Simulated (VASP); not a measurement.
# CoSi2 (Fm-3m) in VASP: further runs

Runs on CoSi2. Level: PBE. Tasks: single point, relaxation of cell and atoms.

Program: VASP 6.6.1. These are calculated values, not measurements. Logs are shortened: lines on timing, memory, paths and dates and some standing lists are left out, and cuts for length are marked.

### Step 1. The cell of the first run

It takes space group Fm-3m (No. 225, cubic). Conventional cell: a = 5.359 Å, b = 5.359 Å, c = 5.359 Å, α = 90.00°, β = 90.00°, γ = 90.00°. Within 3.1 Å of Co (site symmetry m-3m) lie 8 Si at 2.32 Å. Si (site symmetry -43m) has 4 Co at 2.32 Å and 6 Si at 2.68 Å within 3.1 Å.

### Step 2. Single point, PBE

INCAR reads:

```
PREC = Accurate
ENCUT = 520
EDIFF = 1E-7
ISMEAR = 0
SIGMA = 0.1
LREAL = F
LASPH = T
NELM = 60
ALGO = Normal
ISIF = 2
LWAVE = F
LCHARG = T
GGA = PE
LELF = T
LVHAR = T
NBANDS = 16
```

KPOINTS reads:

```
regular mesh
0
Gamma
  16 16 16
```

POSCAR reads:

```
CoSi2
1.0
    0.0000000000      2.6797447960      2.6797447960
    2.6797447960      0.0000000000      2.6797447960
    2.6797447960      2.6797447960      0.0000000000
Co Si
1 2
Direct
    0.0000000000      0.0000000000      0.0000000000
    0.7500000000      0.7500000000      0.7500000000
    0.2500000000      0.2500000000      0.2500000000
```

Potentials or basis: VASP PAW PBE potentials, release 64 (Co, Si).

On the command line:

```console
> cat potpaw_PBE.64/Co/POTCAR potpaw_PBE.64/Si/POTCAR > POTCAR
> mpirun -np 1 vasp_std > vasp.out
```

OUTCAR:

```text
PREC = Accurate
   ENCUT = 520
   EDIFF = 1E-7
   ISMEAR = 0
   LREAL = F
   LASPH = T
   NELM = 60
   ISIF = 2
   GGA = PE

 ion  position               nearest neighbor table
   1  0.000  0.000  0.000-   2 2.32   3 2.32   2 2.32   2 2.32   2 2.32   3 2.32   3 2.32   3 2.32

   2  0.750  0.750  0.750-   1 2.32   1 2.32   1 2.32   1 2.32   3 2.68   3 2.68   3 2.68   3 2.68
                             3 2.68   3 2.68
   3  0.250  0.250  0.250-   1 2.32   1 2.32   1 2.32   1 2.32   2 2.68   2 2.68   2 2.68   2 2.68
                             2 2.68   2 2.68

  LATTYP: Found a face centered cubic cell.
 ALAT       =     5.3594895920

  Lattice vectors:

 A1 = (   0.0000000000,   2.6797447960,   2.6797447960)
 A2 = (   2.6797447960,   0.0000000000,   2.6797447960)
 A3 = (   2.6797447960,   2.6797447960,   0.0000000000)

Analysis of symmetry for initial positions (statically):
=====================================================================
 Subroutine PRICEL returns:
 Original cell was already a primitive cell.

 Routine SETGRP: Setting up the symmetry group for a
 face centered cubic supercell.

 Subroutine GETGRP returns: Found 48 space group operations
 (whereof 48 operations were pure point group operations)
 out of a pool of 48 trial point group operations.

The static configuration has the point symmetry O_h .

Analysis of symmetry for dynamics (positions and initial velocities):
=====================================================================
 Subroutine PRICEL returns:
 Original cell was already a primitive cell.

 Routine SETGRP: Setting up the symmetry group for a
 face centered cubic supercell.

 Subroutine GETGRP returns: Found 48 space group operations
 (whereof 48 operations were pure point group operations)
 out of a pool of 48 trial point group operations.

The dynamic configuration has the point symmetry O_h .

 Subroutine INISYM returns: Found 48 space group operations
 (whereof 48 operations are pure point group operations),
 and found     1 'primitive' translations

----------------------------------------------------------------------------------------

                                     Primitive cell

  volume of cell :      38.4867

  direct lattice vectors                    reciprocal lattice vectors
     0.000000000  2.679744796  2.679744796    -0.186584932  0.186584932  0.186584932
     2.679744796  0.000000000  2.679744796     0.186584932 -0.186584932  0.186584932
     2.679744796  2.679744796  0.000000000     0.186584932  0.186584932 -0.186584932

  length of vectors
     3.789731434  3.789731434  3.789731434     0.323174582  0.323174582  0.323174582

  position of ions in fractional coordinates (direct lattice)
     0.000000000  0.000000000  0.000000000
     0.750000000  0.750000000  0.750000000
     0.250000000  0.250000000  0.250000000

  ion indices of the primitive-cell ions
   primitive index   ion index
                 1           1
                 2           2
                 3           3

----------------------------------------------------------------------------------------

 KPOINTS: regular mesh

Automatic generation of k-mesh.
 Grid dimensions read from file:
 generate k-points for:   16   16   16

 Generating k-lattice:

  Cartesian coordinates                     Fractional coordinates (reciprocal lattice)
    -0.011661558  0.011661558  0.011661558     0.062500000  0.000000000  0.000000000
     0.011661558 -0.011661558  0.011661558     0.000000000  0.062500000  0.000000000
     0.011661558  0.011661558 -0.011661558     0.000000000  0.000000000  0.062500000

  Length of vectors
     0.020198411  0.020198411  0.020198411

  Shift w.r.t. Gamma in fractional coordinates (k-lattice)
     0.000000000  0.000000000  0.000000000

 Subroutine IBZKPT returns following result:
 ===========================================

 Found    145 irreducible k-points:

 Following reciprocal coordinates:
            Coordinates               Weight
  0.000000  0.000000  0.000000      1.000000
  0.062500  0.000000  0.000000      8.000000
  0.125000  0.000000  0.000000      8.000000
  0.187500  0.000000  0.000000      8.000000
  0.250000  0.000000  0.000000      8.000000
  0.312500  0.000000  0.000000      8.000000
[... 16 lines left out ...]
 -0.125000  0.062500  0.000000     24.000000
 -0.062500  0.062500  0.000000     12.000000
 [... further k-points ...]
   k-points           NKPTS =    145   k-points in BZ     NKDIM =    145   number of bands    NBANDS=     16
   number of dos      NEDOS =    301   number of ions     NIONS =      3
   total plane-waves  NPLWV =  21952
   dimension x,y,z NGX =    28 NGY =   28 NGZ =   28
   dimension x,y,z NGXF=    56 NGYF=   56 NGZF=   56
   ions per type =               1   2
   NGX,Y,Z   is equivalent  to a cutoff of  12.28, 12.28, 12.28 a.u.
   NGXF,Y,Z  is equivalent  to a cutoff of  24.57, 24.57, 24.57 a.u.
 SYSTEM =  unknown system
   PREC   = accura    normal or accurate (medium, high low for compatibility)
   ISTART =      0    job   : 0-new  1-cont  2-samecut
   ICHARG =      2    charge: 1-file 2-atom 10-const
   ISPIN  =      1    spin polarized calculation?
   LNONCOLLINEAR =      F non collinear calculations
   LSORBIT =      F    spin-orbit coupling
   LASPH  =      T    aspherical Exc in radial PAW
   ENCUT  =  520.0 eV  38.22 Ry    6.18 a.u.   7.05  7.05  7.05*2*pi/ulx,y,z
   NELM   =     60;   NELMIN=  2; NELMDL= -5     # of ELM steps
   EDIFF  = 0.1E-06   stopping-criterion for ELM
   LREAL  =      F    real-space projection
   EDIFFG = 0.1E-05   stopping-criterion for IOM
   NSW    =      0    number of steps for IOM
   IBRION =     -1    ionic relax: 0-MD 1-quasi-New 2-CG
   NFREE  =      0    steps in history (QN), initial steepest desc. (CG)
   ISIF   =      2    stress and relaxation
   ISYM   =      2    0-nonsym 1-usesym 2-fastsym
   POTIM  = 0.5000    time-step for ionic-motion
   TEBEG  =    0.0;   TEEND  =   0.0 temperature during run
   PSTRESS=    0.0 pullay stress
   NELECT =      17.0000    total number of electrons
   NUPDOWN=      -1.0000    fix difference up-down
   EMIN   =  10.00;   EMAX   =-10.00  energy-range for DOS
   EFERMI =   0.00;   METHOD = LEGACY
   ISMEAR =     0;   SIGMA  =   0.10  broadening in eV -4-tet -1-fermi 0-gaus
   EFERMI_NEDOS =   21; number of points for ismear=-14 and -15
   IALGO  =     38    algorithm
   IMIX   =      4    mixing-type and parameters
     AMIX     =   0.40;   BMIX     =  1.00
     AMIX_MAG =   1.60;   BMIX_MAG =  1.00
  volume/ion in A,a.u.               =      12.83        86.57
  Fermi-wavevector in a.u.,A,eV,Ry     =   1.246774  2.356061 21.149510  1.554445
  Thomas-Fermi vector in A             =   2.380936
   LORBIT       =      0    0 simple, 1 ext, 2 COOP (PROOUT), +10 PAW based schemes
   GGA     = PE    functional components
   LHFCALC =     F    Hartree Fock is set to
   AEXX    =    0.0000 exact exchange contribution
   IVDW    =     0    specifies the selected vdW correction
   LEPSILON=     F    determine dielectric tensor
   LRPA    =     F    only Hartree local field effects (RPA)
 non-spin polarized calculation
 Gauss-broadening in eV      SIGMA  =   0.10
  energy-cutoff  :      520.00
  volume of cell :       38.49
 maximum number of plane-waves:      1056
   NGX = 15   NGY = 15   NGZ = 15

 number of electron      16.9999995 magnetization

 Free energy of the ion-electron system (eV)
  ---------------------------------------------------
  ext. energy  EPLUGINS =         0.00000000
  ---------------------------------------------------
  free energy    TOTEN  =       -19.29685905 eV

  energy without entropy =      -19.29162440  energy(sigma->0) =      -19.29424173

 E-fermi :  10.0486     XC(G=0): -11.7374

 val. band max:       10.0469748399   @ k =  -0.3750   0.1250   0.0000
 cond. band min:      10.0603581645   @ k =  -0.1250   0.1250   0.0000
 fundamental gap:      0.0133833245
 Fermi energy:        10.0485765034

 k-point     1 :       0.0000    0.0000    0.0000
  band No.  band energies     occupation
      1      -3.0431      2.00000
      2       5.9984      2.00000
      3       5.9984      2.00000
      4       5.9984      2.00000
      5       8.1669      2.00000
      6       8.1669      2.00000
[... 8 lines left out ...]
     15      15.7254      0.00000
     16      15.7254      0.00000

 k-point     2 :       0.0625    0.0000    0.0000
  band No.  band energies     occupation
      1      -2.9839      2.00000
      2       5.8477      2.00000
      3       6.0198      2.00000
      4       6.0198      2.00000
      5       8.1485      2.00000
      6       8.1485      2.00000
[... 8 lines left out ...]
     15      15.5100      0.00000
     16      15.6130      0.00000

 k-point     3 :       0.1250    0.0000    0.0000
  band No.  band energies     occupation
      1      -2.8067      2.00000
      2       5.4294      2.00000
      3       6.0809      2.00000
      4       6.0809      2.00000
      5       8.1018      2.00000
      6       8.1018      2.00000
[... 8 lines left out ...]
     15      15.3230      0.00000
     16      15.7175      0.00000

 k-point     4 :       0.1875    0.0000    0.0000
  band No.  band energies     occupation
      1      -2.5134      2.00000
      2       4.8104      2.00000
      3       6.1726      2.00000
      4       6.1726      2.00000
      5       8.0496      2.00000
      6       8.0496      2.00000
[... 8 lines left out ...]
     15      15.8712      0.00000
     16      16.6714      0.00000

 k-point     5 :       0.2500    0.0000    0.0000
  band No.  band energies     occupation
      1      -2.1075      2.00000
      2       4.0505      2.00000
      3       6.2784      2.00000
      4       6.2784      2.00000
      5       8.0250      2.00000
      6       8.0250      2.00000
[... 8 lines left out ...]
     15      16.7281      0.00000
     16      17.5598      0.00000

 k-point     6 :       0.3125    0.0000    0.0000
  band No.  band energies     occupation
      1      -1.5943      2.00000
      2       3.2018      2.00000
      3       6.3758      2.00000
      4       6.3758      2.00000
      5       8.0624      2.00000
      6       8.0624      2.00000
[... 8 lines left out ...]
     15      17.7048      0.00000
     16      18.4611      0.00000

 k-point     7 :       0.3750    0.0000    0.0000
  band No.  band energies     occupation
      1      -0.9826      2.00000
      2       2.3155      2.00000
      3       6.4456      2.00000
      4       6.4456      2.00000
      5       8.1799      2.00000
      6       8.1799      2.00000
[... 8 lines left out ...]
     15      18.7579      0.00000
     16      19.4320      0.00000

 k-point     8 :       0.4375    0.0000    0.0000
  band No.  band energies     occupation
      1      -0.2922      2.00000
      2       1.4458      2.00000
      3       6.4828      2.00000
      4       6.4828      2.00000
      5       7.9781      2.00000
      6       8.3488      2.00000
[... 8 lines left out ...]
     15      19.8080      0.00000
     16      20.4588      0.00000

 k-point     9 :       0.5000    0.0000    0.0000
  band No.  band energies     occupation
      1       0.2687      2.00000
      2       0.8227      2.00000
      3       6.4937      2.00000
      4       6.4937      2.00000
      5       7.9002      2.00000
      6       8.4461      2.00000
[... 8 lines left out ...]
     15      20.4233      0.00000
     16      21.1514      0.00000
[... 172 lines left out ...]
 k-point    19 :      -0.3750    0.0625    0.0000
  band No.  band energies     occupation
      1      -0.7099      2.00000
      2       2.0546      2.00000
      3       6.2845      2.00000
      4       6.5524      2.00000
      5       8.0174      2.00000
      6       8.0359      2.00000
[... 8 lines left out ...]
     15      18.9449      0.00000
     16      20.5786      0.00000

 k-point    20 :      -0.3125    0.0625    0.0000
  band No.  band energies     occupation
      1      -1.3503      2.00000
      2       2.9323      2.00000
      3       6.2128      2.00000
      4       6.5199      2.00000
      5       7.8839      2.00000
      6       8.2309      2.00000
[... 8 lines left out ...]
     15      17.9582      0.00000
     16      19.6066      0.00000

 k-point    21 :      -0.2500    0.0625    0.0000
  band No.  band energies     occupation
      1      -1.8968      2.00000
      2       3.7830      2.00000
      3       6.1384      2.00000
      4       6.4300      2.00000
      5       7.8407      2.00000
      6       8.1704      2.00000
[... 8 lines left out ...]
     15      17.0882      0.00000
     16      18.5697      0.00000

 k-point    22 :      -0.1875    0.0625    0.0000
  band No.  band energies     occupation
      1      -2.3386      2.00000
      2       4.5539      2.00000
      3       6.0686      2.00000
      4       6.3052      2.00000
      5       7.8865      2.00000
      6       8.1477      2.00000
[... 8 lines left out ...]
     15      16.3461      0.00000
     16      17.5401      0.00000

 k-point    23 :      -0.1250    0.0625    0.0000
  band No.  band energies     occupation
      1      -2.6694      2.00000
      2       5.1927      2.00000
      3       6.0157      2.00000
      4       6.1805      2.00000
      5       7.9774      2.00000
      6       8.1555      2.00000
[... 8 lines left out ...]
     15      15.9067      0.00000
     16      16.4992      0.00000

 k-point    24 :      -0.0625    0.0625    0.0000
  band No.  band energies     occupation
      1      -2.8853      2.00000
      2       5.6418      2.00000
      3       5.9978      2.00000
      4       6.0810      2.00000
      5       8.0740      2.00000
      6       8.1645      2.00000
[... 8 lines left out ...]
     15      15.3501      0.00000
     16      15.9212      0.00000

 [... further k-points ...]
[... 5 lines left out ...]
  --------------------------------------------------------------------------------------
  -------------------------------------------------------------------------------------
  Total       -0.0267748     -0.0267748     -0.0267748      0.0000000     -0.0000000      0.0000000
  in kB       -1.1146180     -1.1146180     -1.1146180      0.0000000     -0.0000000      0.0000000
  external PRESSURE =      -1.1146180 kB  Pullay stress =       0.0000000 kB

 VOLUME and BASIS-vectors are now :
 -----------------------------------------------------------------------------
  energy-cutoff  :      520.00
  volume of cell :       38.49
      direct lattice vectors                 reciprocal lattice vectors
     0.000000000  2.679744796  2.679744796    -0.186584932  0.186584932  0.186584932
     2.679744796  0.000000000  2.679744796     0.186584932 -0.186584932  0.186584932
     2.679744796  2.679744796  0.000000000     0.186584932  0.186584932 -0.186584932

 POSITION                                       TOTAL-FORCE (eV/Angst)
 -----------------------------------------------------------------------------------
      0.00000      0.00000      0.00000        -0.000000     -0.000000      0.000000
      4.01962      4.01962      4.01962         0.000000     -0.000000      0.000000
      1.33987      1.33987      1.33987        -0.000000      0.000000     -0.000000
 -----------------------------------------------------------------------------------
    total drift:                               -0.000000     -0.000000      0.000000

  FREE ENERGIE OF THE ION-ELECTRON SYSTEM (eV)
  ---------------------------------------------------
  free  energy   TOTEN  =       -19.2968590528 eV

  energy  without entropy=      -19.2916243974  energy(sigma->0) =      -19.29424173
```

Run time: 43 s. Hardware: 1 thread of Intel Xeon Platinum 8559C (Emerald Rapids), shared host; peak memory 0.22 GiB.

Results:

```
Free energy : -19.2969 eV
Pressure    : -0.1 GPa
```

### Step 3. Relaxation of cell and atoms, PBE

INCAR reads:

```
SYSTEM = CoSi2
PREC = Accurate
ENCUT = 600
EDIFF = 1E-6
ISMEAR = 0
SIGMA = 0.1
LREAL = .FALSE.
LASPH = .TRUE.
NELM = 80
ALGO = Normal
ISIF = 3
LWAVE = .FALSE.
LCHARG = .FALSE.
GGA = PE
IBRION = 2
NSW = 100
EDIFFG = -0.01
```

KPOINTS reads:

```
Automatic mesh
0
G
  16 16 16
  0 0 0
```

POSCAR reads:

```
CoSi2
1.0
    0.0000000000      2.6795376332      2.6795376332
    2.6795376332      0.0000000000      2.6795376332
    2.6795376332      2.6795376332      0.0000000000
Co Si
1 2
Direct
    0.0000000000      0.0000000000      0.0000000000
    0.7500000000      0.7500000000      0.7500000000
    0.2500000000      0.2500000000      0.2500000000
```

Potentials or basis: VASP PAW PBE potentials, release 64 (Co, Si).

On the command line:

```console
> cat potpaw_PBE.64/Co/POTCAR potpaw_PBE.64/Si/POTCAR > POTCAR
> mpirun -np 1 vasp_std > vasp.out
```

It took 79 s on 1 thread of AMD EPYC 9R45 (Zen 5), shared host; peak memory 0.2 GiB.

It converged, with:

```yaml
Free_energy: -19.2968 eV
Pressure_after_relaxing: -0.1 GPa
```

Final structure:
```cif
data_structure
_symmetry_space_group_name_H-M 'P 1'
_symmetry_Int_Tables_number 1
_cell_length_a 3.7894
_cell_length_b 3.7894
_cell_length_c 3.7894
_cell_angle_alpha 60.000
_cell_angle_beta 60.000
_cell_angle_gamma 60.000
_cell_volume 38.48
loop_
_atom_site_label
_atom_site_type_symbol
_atom_site_fract_x
_atom_site_fract_y
_atom_site_fract_z
_atom_site_occupancy
Co1 Co 0.00000 0.00000 0.00000 1
Si1 Si 0.75000 0.75000 0.75000 1
Si2 Si 0.25000 0.25000 0.25000 1
```

Levels at points of the mesh, in eV from the Fermi level:
```csv
k point,band 5,band 6,band 7,band 8,band 9,band 10,band 11,band 12
"(0.00, 0.00, 0.00)",-1.88,-1.88,0.76,3.42,3.42,3.42,3.47,3.47
"(0.50, 0.00, 0.00)",-2.15,-1.60,-1.60,-0.46,-0.46,2.71,3.42,3.42
"(0.50, 0.50, 0.00)",-3.64,-1.93,-1.93,-1.89,-1.31,1.58,2.94,8.57
```

Caveat: the relaxation stopped at its first step, so nothing moved.

(Part 1 of 2 ends here.)
